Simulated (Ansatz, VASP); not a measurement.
# W in VASP and in Ansatz

```
W
1.0
     0.00000    2.04494    2.04494
     2.04494    0.00000    2.04494
     2.04494    2.04494    0.00000
W
1
Direct
  0.00000 0.00000 0.00000
```

Alike in both runs: task single point; functional PBE; k mesh 18 × 18 × 18; occupations gaussian, width 0.05 eV; no spin polarisation.

|  | VASP | Ansatz |
| --- | --- | --- |
| version | VASP 6.6.1 | Ansatz 0.2.0 |
| potentials or method | VASP PAW PBE potentials, release 64 (W_sv), cutoff 520 eV | scalar-relativistic, plane waves, PAW |
| valence electrons in the cell | 14 | 14 |

Ansatz gave:

* gap on the k mesh at the Fermi level (eV): none
* pressure (GPa): -10.2

Q: Estimate VASP's values.

A: gap on the k mesh at the Fermi level (eV): none; pressure (GPa): -9.9.

A gap of «none» marks a metal or a gap that the smearing closes.

Neither program's run includes spin-orbit coupling.
